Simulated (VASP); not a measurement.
# AlCo (Pm-3m) in VASP: notebook

Runs on AlCo. Level: r2SCAN. Tasks: single point.

Everything below comes from runs of VASP 6.6.1. Logs are shortened: lines on timing, memory, paths and dates and some standing lists are left out, and cuts for length are marked.

### Step 1. The cell of the first run

Symmetry: Pm-3m, No. 221, cubic system. The conventional cell has a = 2.819 Å, b = 2.819 Å, c = 2.819 Å, α = 90.00°, β = 90.00°, γ = 90.00°. Within 3.2 Å of Al (site symmetry m-3m) lie 8 Co at 2.44 Å and 6 Al at 2.82 Å. Co (site symmetry m-3m) has 8 Al at 2.44 Å and 6 Co at 2.82 Å within 3.2 Å.

### Step 2. Single point, r2SCAN, collinear spin, ferromagnetic start

The input, POSCAR:

```
AlCo
1.0
    2.8194030000      0.0000000000      0.0000000000
    0.0000000000      2.8194030000      0.0000000000
    0.0000000000      0.0000000000      2.8194030000
Al Co
1 1
Direct
    0.0000000000      0.0000000000      0.0000000000
    0.5000000000      0.5000000000      0.5000000000
```

The input, INCAR.step1:

```
ALGO = Normal
EDIFF = 1E-4
ENCUT = 520
GGA = PE
ISMEAR = -1
ISPIN = 2
LASPH = True
LCHARG = False
LMAXMIX = 4
LREAL = False
LWAVE = True
MAGMOM = 0 1.8
NBANDS = 17
NELM = 150
PREC = Accurate
SIGMA = 0.15
```

The input, INCAR.step2:

```
ALGO = Normal
EDIFF = 1E-6
ENCUT = 520
ISIF = 2
ISMEAR = -1
ISPIN = 2
ISTART = 1
LASPH = True
LCHARG = False
LMAXMIX = 4
LMIXTAU = True
LORBIT = 11
LREAL = False
LWAVE = False
MAGMOM = 0 1.8
METAGGA = R2SCAN
NBANDS = 17
NELM = 150
PREC = Accurate
SIGMA = 0.15
```

The input, KPOINTS:

```
k-points
0
Gamma
  12 12 12
```

Potentials or basis: VASP PAW PBE potentials, release 64 (Al, Co).

Command:

```bash
$ cat potpaw_PBE.64/Al/POTCAR potpaw_PBE.64/Co/POTCAR > POTCAR
$ cp INCAR.step1 INCAR
$ mpirun -np 1 vasp_std > vasp.out
$ cp INCAR.step2 INCAR
$ mpirun -np 1 vasp_std > vasp.out
```

OUTCAR:

```text
EDIFF = 1E-6
   ENCUT = 520
   ISIF = 2
   ISMEAR = -1
   ISPIN = 2
   ISTART = 1
   LASPH = True
   LORBIT = 11
   LREAL = False
   METAGGA = R2SCAN
   NELM = 150
   PREC = Accurate

 ion  position               nearest neighbor table
   1  0.000  0.000  0.000-   2 2.44   2 2.44   2 2.44   2 2.44   2 2.44   2 2.44   2 2.44   2 2.44

   2  0.500  0.500  0.500-   1 2.44   1 2.44   1 2.44   1 2.44   1 2.44   1 2.44   1 2.44   1 2.44

  LATTYP: Found a simple cubic cell.
 ALAT       =     2.8194030000

  Lattice vectors:

 A1 = (   2.8194030000,   0.0000000000,   0.0000000000)
 A2 = (   0.0000000000,   2.8194030000,   0.0000000000)
 A3 = (   0.0000000000,   0.0000000000,   2.8194030000)

Analysis of symmetry for initial positions (statically):
=====================================================================
 Subroutine PRICEL returns:
 Original cell was already a primitive cell.

 Routine SETGRP: Setting up the symmetry group for a
 simple cubic supercell.

 Subroutine GETGRP returns: Found 48 space group operations
 (whereof 48 operations were pure point group operations)
 out of a pool of 48 trial point group operations.

The static configuration has the point symmetry O_h .

Analysis of symmetry for dynamics (positions and initial velocities):
=====================================================================
 Subroutine PRICEL returns:
 Original cell was already a primitive cell.

 Routine SETGRP: Setting up the symmetry group for a
 simple cubic supercell.

 Subroutine GETGRP returns: Found 48 space group operations
 (whereof 48 operations were pure point group operations)
 out of a pool of 48 trial point group operations.

The dynamic configuration has the point symmetry O_h .

Analysis of structural, dynamic, and magnetic symmetry:
=====================================================================
 Subroutine PRICEL returns:
 Original cell was already a primitive cell.

 Routine SETGRP: Setting up the symmetry group for a
 simple cubic supercell.

 Subroutine GETGRP returns: Found 48 space group operations
 (whereof 48 operations were pure point group operations)
 out of a pool of 48 trial point group operations.

The overall configuration has the point symmetry O_h .

 Subroutine INISYM returns: Found 48 space group operations
 (whereof 48 operations are pure point group operations),
 and found     1 'primitive' translations

----------------------------------------------------------------------------------------

                                     Primitive cell

  volume of cell :      22.4115

  direct lattice vectors                    reciprocal lattice vectors
     2.819403000  0.000000000  0.000000000     0.354685017  0.000000000  0.000000000
     0.000000000  2.819403000  0.000000000     0.000000000  0.354685017  0.000000000
     0.000000000  0.000000000  2.819403000     0.000000000  0.000000000  0.354685017

  length of vectors
     2.819403000  2.819403000  2.819403000     0.354685017  0.354685017  0.354685017

  position of ions in fractional coordinates (direct lattice)
     0.000000000  0.000000000  0.000000000
     0.500000000  0.500000000  0.500000000

  ion indices of the primitive-cell ions
   primitive index   ion index
                 1           1
                 2           2

----------------------------------------------------------------------------------------

 KPOINTS: k-points

Automatic generation of k-mesh.
 Grid dimensions read from file:
 generate k-points for:   12   12   12

 Generating k-lattice:

  Cartesian coordinates                     Fractional coordinates (reciprocal lattice)
     0.029557085  0.000000000  0.000000000     0.083333333  0.000000000  0.000000000
     0.000000000  0.029557085  0.000000000     0.000000000  0.083333333  0.000000000
     0.000000000  0.000000000  0.029557085     0.000000000  0.000000000  0.083333333

  Length of vectors
     0.029557085  0.029557085  0.029557085

  Shift w.r.t. Gamma in fractional coordinates (k-lattice)
     0.000000000  0.000000000  0.000000000

 Subroutine IBZKPT returns following result:
 ===========================================

 Found     84 irreducible k-points:

 Following reciprocal coordinates:
            Coordinates               Weight
  0.000000  0.000000  0.000000      1.000000
  0.083333  0.000000  0.000000      6.000000
  0.166667  0.000000  0.000000      6.000000
  0.250000  0.000000  0.000000      6.000000
  0.333333  0.000000  0.000000      6.000000
  0.416667  0.000000  0.000000      6.000000
[... 16 lines left out ...]
  0.333333  0.333333  0.000000     12.000000
  0.416667  0.333333  0.000000     24.000000
 [... further k-points ...]
   k-points           NKPTS =     84   k-points in BZ     NKDIM =     84   number of bands    NBANDS=     17
   number of dos      NEDOS =    301   number of ions     NIONS =      2
   total plane-waves  NPLWV =  13824
   dimension x,y,z NGX =    24 NGY =   24 NGZ =   24
   dimension x,y,z NGXF=    48 NGYF=   48 NGZF=   48
   ions per type =               1   1
   NGX,Y,Z   is equivalent  to a cutoff of  14.15, 14.15, 14.15 a.u.
   NGXF,Y,Z  is equivalent  to a cutoff of  28.30, 28.30, 28.30 a.u.
 SYSTEM =  unknown system
   PREC   = accura    normal or accurate (medium, high low for compatibility)
   ISTART =      1    job   : 0-new  1-cont  2-samecut
   ICHARG =      0    charge: 1-file 2-atom 10-const
   ISPIN  =      2    spin polarized calculation?
   LNONCOLLINEAR =      F non collinear calculations
   LSORBIT =      F    spin-orbit coupling
   LASPH  =      T    aspherical Exc in radial PAW
   ENCUT  =  520.0 eV  38.22 Ry    6.18 a.u.   5.24  5.24  5.24*2*pi/ulx,y,z
   NELM   =    150;   NELMIN=  2; NELMDL=  0     # of ELM steps
   EDIFF  = 0.1E-05   stopping-criterion for ELM
   LREAL  =      F    real-space projection
   EDIFFG = 0.1E-04   stopping-criterion for IOM
   NSW    =      0    number of steps for IOM
   IBRION =     -1    ionic relax: 0-MD 1-quasi-New 2-CG
   NFREE  =      0    steps in history (QN), initial steepest desc. (CG)
   ISIF   =      2    stress and relaxation
   ISYM   =      2    0-nonsym 1-usesym 2-fastsym
   POTIM  = 0.5000    time-step for ionic-motion
   TEBEG  =    0.0;   TEEND  =   0.0 temperature during run
   PSTRESS=    0.0 pullay stress
   NELECT =      12.0000    total number of electrons
   NUPDOWN=      -1.0000    fix difference up-down
   EMIN   =  10.00;   EMAX   =-10.00  energy-range for DOS
   EFERMI =   0.00;   METHOD = LEGACY
   ISMEAR =    -1;   SIGMA  =   0.15  broadening in eV -4-tet -1-fermi 0-gaus
   EFERMI_NEDOS =   21; number of points for ismear=-14 and -15
   IALGO  =     38    algorithm
   IMIX   =      4    mixing-type and parameters
     AMIX     =   0.40;   BMIX     =  1.00
     AMIX_MAG =   1.60;   BMIX_MAG =  1.00
  volume/ion in A,a.u.               =      11.21        75.62
  Fermi-wavevector in a.u.,A,eV,Ry     =   1.329367  2.512139 24.044427  1.767215
  Thomas-Fermi vector in A             =   2.458534
   LORBIT       =     11    0 simple, 1 ext, 2 COOP (PROOUT), +10 PAW based schemes
   METAGGA = R2SCAN    functional components
   LHFCALC =     F    Hartree Fock is set to
   AEXX    =    0.0000 exact exchange contribution
   IVDW    =     0    specifies the selected vdW correction
   LEPSILON=     F    determine dielectric tensor
   LRPA    =     F    only Hartree local field effects (RPA)
 spin polarized calculation
  energy-cutoff  :      520.00
  volume of cell :       22.41
 maximum number of plane-waves:       624
 NGX is ok and might be reduce to    24
   NGX = 11   NGY = 11   NGZ = 11

 number of electron      11.9999996 magnetization      -0.0039414

 Free energy of the ion-electron system (eV)
  ---------------------------------------------------
  ext. energy  EPLUGINS =         0.00000000
  ---------------------------------------------------
  free energy    TOTEN  =       -21.10581989 eV

  energy without entropy =      -21.04981035  energy(sigma->0) =      -21.07781512

 E-fermi :  10.8716     XC(G=0): -13.4280

 val. band max:       10.8657843308   @ k =   0.5000   0.4167   0.0000
 cond. band min:      10.8782229417   @ k =   0.5000   0.4167   0.0833
 fundamental gap:      0.0124386109
 Fermi energy:        10.8715993043

 spin component 1

 k-point     1 :       0.0000    0.0000    0.0000
  band No.  band energies     occupation
      1      -1.0064      1.00000
      2       7.7341      1.00000
      3       7.7341      1.00000
      4       9.8294      0.99904
      5       9.8294      0.99904
      6       9.8294      0.99904
[... 9 lines left out ...]
     16      36.0876      0.00000
     17      36.0876      0.00000
[... 441 lines left out ...]
 k-point    24 :       0.4167    0.3333    0.0000
  band No.  band energies     occupation
      1       4.0763      1.00000
      2       6.3819      1.00000
      3       8.0384      1.00000
      4       8.7647      1.00000
      5       9.1058      0.99999
      6       9.2906      0.99997
[... 9 lines left out ...]
     16      34.6568      0.00000
     17      35.0080      0.00000

 [... further k-points ...]

 spin component 2

 k-point     1 :       0.0000    0.0000    0.0000
  band No.  band energies     occupation
      1      -1.0040      1.00000
      2       7.7240      1.00000
      3       7.7241      1.00000
      4       9.8264      0.99906
      5       9.8264      0.99906
      6       9.8264      0.99906
[... 9 lines left out ...]
     16      36.0884      0.00000
     17      36.0884      0.00000
[... 441 lines left out ...]
 k-point    24 :       0.4167    0.3333    0.0000
  band No.  band energies     occupation
      1       4.0777      1.00000
      2       6.3811      1.00000
      3       8.0369      1.00000
      4       8.7566      1.00000
      5       9.1033      0.99999
      6       9.2879      0.99997
[... 9 lines left out ...]
     16      34.6552      0.00000
     17      35.0086      0.00000

 [... further k-points ...]

------------------------ aborting loop because EDIFF is reached ----------------------------------------

  FORCE on cell =-STRESS in cart. coord.  units (eV):
  Direction    XX          YY          ZZ          XY          YZ          ZX
  --------------------------------------------------------------------------------------
  -------------------------------------------------------------------------------------
  Total        0.1147450      0.1147450      0.1147450      0.0000000      0.0000000      0.0000000
  in kB        8.2030060      8.2030060      8.2030060      0.0000000      0.0000000      0.0000000
  external PRESSURE =       8.2030060 kB  Pullay stress =       0.0000000 kB

 VOLUME and BASIS-vectors are now :
 -----------------------------------------------------------------------------
  energy-cutoff  :      520.00
  volume of cell :       22.41
      direct lattice vectors                 reciprocal lattice vectors
     2.819403000  0.000000000  0.000000000     0.354685017  0.000000000  0.000000000
     0.000000000  2.819403000  0.000000000     0.000000000  0.354685017  0.000000000
     0.000000000  0.000000000  2.819403000     0.000000000  0.000000000  0.354685017

 POSITION                                       TOTAL-FORCE (eV/Angst)
 -----------------------------------------------------------------------------------
      0.00000      0.00000      0.00000         0.000000      0.000000      0.000000
      1.40970      1.40970      1.40970         0.000000      0.000000      0.000000
 -----------------------------------------------------------------------------------
    total drift:                                0.000000     -0.000000     -0.000000

  FREE ENERGIE OF THE ION-ELECTRON SYSTEM (eV)
  ---------------------------------------------------
  free  energy   TOTEN  =       -21.1058198913 eV

  energy  without entropy=      -21.0498103502  energy(sigma->0) =      -21.07781512

 total charge

# of ion       s       p       d       tot
------------------------------------------
    1        0.396   0.456   0.000   0.852
    2        0.469   0.574   7.513   8.556
--------------------------------------------------
tot          0.864   1.030   7.513   9.407

 magnetization (x)

# of ion       s       p       d       tot
------------------------------------------
    1        0.000   0.000   0.000   0.000
    2        0.000   0.000  -0.006  -0.005
--------------------------------------------------
tot          0.000   0.001  -0.006  -0.005
```

It took 2.4 min on 1 thread of Intel Xeon Platinum 8259CL at 2.50GHz (Skylake/Cascade Lake), shared host; peak memory 0.19 GiB.

Results:

```yaml
Free_energy: -21.1058 eV
Pressure: 0.8 GPa
Band_gap_on_the_k_mesh: zero (filled and empty bands overlap)
Net_moment: 0.00 μB per cell
Valence_electrons_inside_the_program's_atomic_spheres: Al 0.85; Co 8.56
```

Levels at points of the mesh, in eV from the Fermi level:
Spin up:
```tsv
k point	band 2	band 3	band 4	band 5	band 6	band 7	band 8	band 9	band 10	band 11
(0.00, 0.00, 0.00)	-3.14	-3.14	-1.04	-1.04	-1.04	6.56	6.56	6.56	9.20	9.20
(0.50, 0.00, 0.00)	-7.17	-2.46	-1.97	-1.97	-0.92	0.34	8.83	11.36	11.36	12.75
(0.50, 0.50, 0.00)	-3.25	-2.95	-2.95	-1.76	-1.76	-0.11	2.71	3.84	14.20	16.84
(0.50, 0.50, 0.50)	-4.36	-4.36	-0.07	-0.07	2.42	2.42	2.42	5.25	5.67	5.67
```
Spin down:
```tsv
k point	band 2	band 3	band 4	band 5	band 6	band 7	band 8	band 9	band 10	band 11
(0.00, 0.00, 0.00)	-3.15	-3.15	-1.05	-1.05	-1.05	6.56	6.56	6.56	9.20	9.20
(0.50, 0.00, 0.00)	-7.17	-2.47	-1.97	-1.97	-0.93	0.33	8.83	11.36	11.36	12.75
(0.50, 0.50, 0.00)	-3.26	-2.95	-2.95	-1.76	-1.76	-0.12	2.70	3.84	14.20	16.84
(0.50, 0.50, 0.50)	-4.36	-4.36	-0.08	-0.08	2.43	2.43	2.43	5.25	5.67	5.67
```

Caveat: the starting moments collapsed, and a magnetic state may lie lower; the PAW data sets were made with another functional, which shifts forces and pressure a little.

### Step 3. Single point, r2SCAN, collinear spin, ferromagnetic start

POSCAR is that of step 2.

The input, INCAR.step1:

```
SYSTEM = AlCo
PREC = Accurate ; ENCUT = 520
ISMEAR = -1 ; SIGMA = 0.15
LREAL = .False. ; LASPH = .True.
NELM = 150 ; ISPIN = 2
MAGMOM = 0 1.8 ; LMAXMIX = 4
NBANDS = 17 ; GGA = PE
ALGO = Normal ; EDIFF = 1E-4
LWAVE = .True. ; LCHARG = .False.
```

The input, INCAR.step2:

```
SYSTEM = AlCo
PREC = Accurate ; ENCUT = 520
EDIFF = 1E-6 ; ISMEAR = -1
SIGMA = 0.15 ; LREAL = .False.
LASPH = .True. ; NELM = 150
ALGO = Normal ; ISIF = 2
LWAVE = .False. ; LCHARG = .False.
ISPIN = 2 ; MAGMOM = 0 1.8
LORBIT = 11 ; LMAXMIX = 4
METAGGA = R2SCAN ; LMIXTAU = .True.
NBANDS = 17 ; ISTART = 1
```

The input, KPOINTS:

```
Automatic mesh
0
Gamma
  12 12 12
  0 0 0
```

Potentials or basis: VASP PAW PBE potentials, release 64 (Al, Co).

Command:

```bash
$ cat potpaw_PBE.64/Al/POTCAR potpaw_PBE.64/Co/POTCAR > POTCAR
$ cp INCAR.step1 INCAR
$ mpirun -np 1 vasp_std > vasp.out
$ cp INCAR.step2 INCAR
$ mpirun -np 1 vasp_std > vasp.out
```

Wall time 2.2 min (1 thread of Intel Xeon Platinum 8259CL at 2.50GHz (Skylake/Cascade Lake), shared host); peak memory 0.19 GiB.

The run converged. Its results:

| Property | Result |
| --- | --- |
| Free energy | -21.1058 eV |
| Pressure | 0.8 GPa |
| Band gap on the k mesh | zero (filled and empty bands overlap) |
| Net moment | 0.00 μB per cell |
| Valence electrons inside the program's atomic spheres | Al 0.85; Co 8.56 |

Levels at points of the mesh, in eV from the Fermi level:
Spin up:
```
           k point  band 2  band 3  band 4  band 5  band 6  band 7  band 8  band 9  band 10  band 11
(0.00, 0.00, 0.00)   -3.14   -3.14   -1.04   -1.04   -1.04    6.56    6.56    6.56     9.20     9.20
(0.50, 0.00, 0.00)   -7.17   -2.46   -1.97   -1.97   -0.92    0.34    8.83   11.36    11.36    12.75
(0.50, 0.50, 0.00)   -3.25   -2.95   -2.95   -1.76   -1.76   -0.11    2.71    3.84    14.20    16.84
(0.50, 0.50, 0.50)   -4.36   -4.36   -0.07   -0.07    2.42    2.42    2.42    5.25     5.67     5.67
```
Spin down:
| k point | band 4 | band 5 | band 6 | band 7 | band 8 | band 9 |
| --- | --- | --- | --- | --- | --- | --- |
| (0.00, 0.00, 0.00) | -1.05 | -1.05 | -1.05 | 6.56 | 6.56 | 6.56 |
| (0.50, 0.00, 0.00) | -1.97 | -1.97 | -0.93 | 0.33 | 8.83 | 11.36 |
| (0.50, 0.50, 0.00) | -2.95 | -1.76 | -1.76 | -0.12 | 2.70 | 3.84 |
| (0.50, 0.50, 0.50) | -0.08 | -0.08 | 2.43 | 2.43 | 2.43 | 5.25 |

Caveat: the starting moments collapsed, and a magnetic state may lie lower; the PAW data sets were made with another functional, which shifts forces and pressure a little.
